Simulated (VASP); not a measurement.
# BN (eos) (F-43m) in VASP: a series of runs, part 2 of 2

VASP 6.6.1.

### 4 Single point, LDA (volume scaled by 0.91)

File INCAR:

```
PREC     = Accurate       # precision mode
ENCUT    = 600            # plane-wave cutoff, eV
EDIFF    = 1E-6           # SCF threshold, eV
ISMEAR   = 0              # smearing method
SIGMA    = 0.02           # smearing width, eV
LREAL    = F              # projectors in reciprocal space
LASPH    = T              # aspherical terms in the spheres
NELM     = 120            # most SCF steps
ALGO     = Normal         # electronic algorithm
ISIF     = 2              # what is computed and relaxed
LWAVE    = F              # write WAVECAR
LCHARG   = F              # write CHGCAR
NBANDS   = 11             # bands
GGA_COMPAT= F
```

File KPOINTS:

```
Automatic mesh
0
Gamma
  12 12 12
```

File POSCAR:

```
BN
1.0
    0.0000000000      1.7345458198      1.7345458198
    1.7345458198      0.0000000000      1.7345458198
    1.7345458198      1.7345458198      0.0000000000
B N
1 1
Direct
    0.0000000000      0.0000000000      0.0000000000
    0.2500000000      0.2500000000      0.2500000000
```

Potentials or basis: VASP PAW LDA potentials, release 64 (B, N).

The run is started by

```console
cat potpaw_LDA.64/B/POTCAR potpaw_LDA.64/N/POTCAR > POTCAR
mpirun -np 1 vasp_std > vasp.out
```

OUTCAR:

```text
PREC = Accurate
   ENCUT = 600
   EDIFF = 1E-6
   ISMEAR = 0
   LREAL = F
   LASPH = T
   NELM = 120
   ISIF = 2

 ion  position               nearest neighbor table
   1  0.000  0.000  0.000-   2 1.50   2 1.50   2 1.50   2 1.50
   2  0.250  0.250  0.250-   1 1.50   1 1.50   1 1.50   1 1.50

  LATTYP: Found a face centered cubic cell.
 ALAT       =     3.4690916396

  Lattice vectors:

 A1 = (   0.0000000000,   1.7345458198,   1.7345458198)
 A2 = (   1.7345458198,   0.0000000000,   1.7345458198)
 A3 = (   1.7345458198,   1.7345458198,   0.0000000000)

Analysis of symmetry for initial positions (statically):
=====================================================================
 Subroutine PRICEL returns:
 Original cell was already a primitive cell.

 Routine SETGRP: Setting up the symmetry group for a
 face centered cubic supercell.

 Subroutine GETGRP returns: Found 24 space group operations
 (whereof 24 operations were pure point group operations)
 out of a pool of 48 trial point group operations.

The static configuration has the point symmetry T_d .

[... 168 lines left out ...]
  band No.  band energies     occupation
      1     -12.5235      2.00000
      2       9.0149      2.00000
      3       9.0149      2.00000
      4       9.0149      2.00000
      5      18.2825      0.00000
      6      18.2825      0.00000
      7      18.2825      0.00000
      8      21.5351      0.00000
      9      35.9077      0.00000
     10      38.3708      0.00000
     11      38.3708      0.00000
[... 309 lines left out ...]
 k-point    24 :      -0.4167    0.1667    0.0000
  band No.  band energies     occupation
      1      -7.2287      2.00000
      2      -2.1131      2.00000
      3       4.4684      2.00000
      4       6.0958      2.00000
      5      18.7844      0.00000
      6      22.0494      0.00000
      7      22.8158      0.00000
      8      26.1945      0.00000
      9      31.3884      0.00000
     10      35.7894      0.00000
     11      38.0182      0.00000

 [... further k-points ...]

------------------------ aborting loop because EDIFF is reached ----------------------------------------

  FORCE on cell =-STRESS in cart. coord.  units (eV):
  Direction    XX          YY          ZZ          XY          YZ          ZX
  --------------------------------------------------------------------------------------
  -------------------------------------------------------------------------------------
  Total        3.0245908      3.0245908      3.0245908      0.0000000      0.0000000      0.0000000
  in kB      464.2905932    464.2905932    464.2905932      0.0000000      0.0000000      0.0000000
  external PRESSURE =     464.2905932 kB  Pullay stress =       0.0000000 kB

 VOLUME and BASIS-vectors are now :
 -----------------------------------------------------------------------------
  energy-cutoff  :      600.00
  volume of cell :       10.44
      direct lattice vectors                 reciprocal lattice vectors
     0.000000000  1.734545820  1.734545820    -0.288259897  0.288259897  0.288259897
     1.734545820  0.000000000  1.734545820     0.288259897 -0.288259897  0.288259897
     1.734545820  1.734545820  0.000000000     0.288259897  0.288259897 -0.288259897

 POSITION                                       TOTAL-FORCE (eV/Angst)
 -----------------------------------------------------------------------------------
      0.00000      0.00000      0.00000        -0.000000     -0.000000      0.000000
      0.86727      0.86727      0.86727         0.000000      0.000000     -0.000000
 -----------------------------------------------------------------------------------
    total drift:                               -0.000000     -0.000000      0.000000

  FREE ENERGIE OF THE ION-ELECTRON SYSTEM (eV)
  ---------------------------------------------------
  free  energy   TOTEN  =       -19.2706806849 eV

  energy  without entropy=      -19.2706806849  energy(sigma->0) =      -19.27068068
```

Run time: 5.2 s. Hardware: 1 thread of Intel Xeon Platinum 8375C at 2.90GHz (Ice Lake), shared host; peak memory 0.12 GiB.

What came out:

```
Free energy            : -19.2707 eV
Pressure               : 46.4 GPa
Band gap on the k mesh : 4.48 eV, indirect (least direct gap 9.27 eV)
```

### 5 Overview

| cell | k mesh | smearing | gap on the mesh (eV) | pressure (GPa) |
| --- | --- | --- | --- | --- |
| a = 2.531 Å, angles 60.0°, 2 atoms | 10 × 10 × 10 | gaussian 0.1 eV | 4.38 | 1.0 |
| a = 2.480 Å, angles 60.0°, 2 atoms | 12 × 12 × 12 | gaussian 0.02 eV | 4.45 | 29.1 |
| a = 2.453 Å, angles 60.0°, 2 atoms | 12 × 12 × 12 | gaussian 0.02 eV | 4.48 | 46.4 |

Alike in all rows: task single point; level LDA; potentials or basis VASP PAW LDA potentials, release 64 (B, N); no spin polarisation; cutoff (eV) 600.

Total energies depend on the potentials used, so only differences within one code and one set of settings carry meaning.
